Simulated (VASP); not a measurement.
Input of a VASP 6.6.1 run:

The input INCAR:

```
SYSTEM = Ga19N18
PREC     = Accurate       ! precision mode
ENCUT    = 520            ! plane-wave cutoff, eV
EDIFF    = 1E-6           ! SCF threshold, eV
ISMEAR   = 0              ! smearing method
SIGMA    = 0.01           ! smearing width, eV
LREAL    = Auto         
LASPH    = .True.         ! aspherical terms in the spheres
NELM     = 60             ! most SCF steps
ALGO     = Normal         ! electronic algorithm
ISIF     = 2              ! what is computed and relaxed
LWAVE    = .False.        ! write WAVECAR
LCHARG   = .False.        ! write CHGCAR
GGA      = PE             ! functional
NBANDS   = 192            ! bands
NELECT   = 334.0
```

Contents of KPOINTS:

```
Automatic mesh
0
Gamma
  2 2 2
  0.5 0.5 0.5
```

File POSCAR:

```
Ga19N18
1.0
   -0.0000000001      5.5743817708     -5.2431684095
    4.8275562239     -2.7871908853     -5.2431684095
   -4.8275562239     -2.7871908854     -5.2431684095
Ga N
19 18
Direct
    0.9444764117      0.2790575637      0.2787571416
    0.2770447287      0.9464813831      0.2787594291
    0.9466267222      0.5911297294      0.9483457324
    0.6069152296      0.6089198000      0.2823749600
    0.2770466276      0.2790603474      0.9461804586
    0.9466286602      0.9486381276      0.5908238860
    0.5891061262      0.9486393865      0.9483387564
    0.2806688691      0.6089063181      0.6086120670
    0.6069082097      0.2826799472      0.6086083170
    0.8876537586      0.8896486639      0.2516391115
    0.2218561867      0.5552921151      0.2235550896
    0.8876565703      0.2519347587      0.8893430920
    0.5532965679      0.2238560657      0.2235568000
    0.2499071134      0.8896617058      0.8893459675
    0.8894738846      0.5532044742      0.5529111372
    0.5512006252      0.5532040254      0.8911855915
    0.2218503316      0.2238579379      0.5549940910
    0.5511997601      0.8914840760      0.5529104099
    0.9267800018      0.9288069204      0.9285185367
    0.8191962197      0.1500114251      0.1497215875
    0.1480160102      0.8211950457      0.1497222381
    0.8129743541      0.4969114538      0.8146833383
    0.4856365346      0.4876410362      0.1524632773
    0.1480205380      0.1500306045      0.8208923922
    0.8129721260      0.8149779481      0.4966089459
    0.4948804637      0.8149818026      0.8146906142
    0.1507542711      0.4876424503      0.4873382269
    0.4856331041      0.1527642414      0.4873399510
    0.0974860820      0.0994969056      0.4268490857
    0.4279071019      0.7649407432      0.4296138366
    0.0974842535      0.4271534381      0.0991960596
    0.7629353630      0.4299134889      0.4296095217
    0.4251408326      0.0994894876      0.0991978474
    0.0906076986      0.7705588982      0.7702617046
    0.7685432936      0.7705575225      0.0923316057
    0.4279082235      0.4299141239      0.7646399163
    0.7685484540      0.0926147920      0.7702520727
```

Potentials or basis: VASP PAW PBE potentials, release 64 (Ga_d, N).

Run with:

```console
$ cat potpaw_PBE.64/Ga_d/POTCAR potpaw_PBE.64/N/POTCAR > POTCAR
$ mpirun -np 1 vasp_std > vasp.out
```

What does it give for the largest force?

0.057 eV/Å.

Forces on the atoms (eV/Å):
```
Ga  -0.001 -0.001 -0.011
Ga  -0.002  0.002 -0.012
Ga  -0.020  0.013  0.016
Ga  -0.013 -0.009  0.006
Ga   0.001  0.001 -0.012
Ga   0.019  0.013  0.016
Ga  -0.001 -0.024  0.018
Ga   0.001  0.014  0.005
Ga   0.013 -0.008  0.006
Ga  -0.045 -0.026 -0.024
Ga  -0.010  0.003 -0.001
Ga   0.044 -0.026 -0.023
Ga   0.000 -0.009 -0.001
Ga   0.000  0.048 -0.024
Ga   0.001  0.001 -0.001
Ga   0.001 -0.001  0.000
Ga   0.010  0.003 -0.001
Ga   0.001 -0.001  0.002
Ga   0.000  0.002  0.011
N    0.001 -0.001  0.001
N   -0.002  0.001  0.001
N   -0.019  0.011  0.002
N    0.007  0.005 -0.001
N    0.001  0.001  0.001
N    0.019  0.011  0.002
N    0.000 -0.020  0.002
N    0.000 -0.008 -0.001
N   -0.007  0.005 -0.001
N   -0.008 -0.004  0.005
N    0.002 -0.001 -0.003
N    0.007 -0.004  0.005
N    0.000  0.003 -0.004
N    0.001  0.008  0.004
N    0.000  0.019  0.007
N   -0.017 -0.009  0.008
N   -0.003 -0.001 -0.004
N    0.018 -0.010  0.007
```

Caveat: the cell carries a net charge on a neutralising background, which shifts energy and pressure; the cell differs from its parent crystal (with an interstitial atom, then relaxed in part).
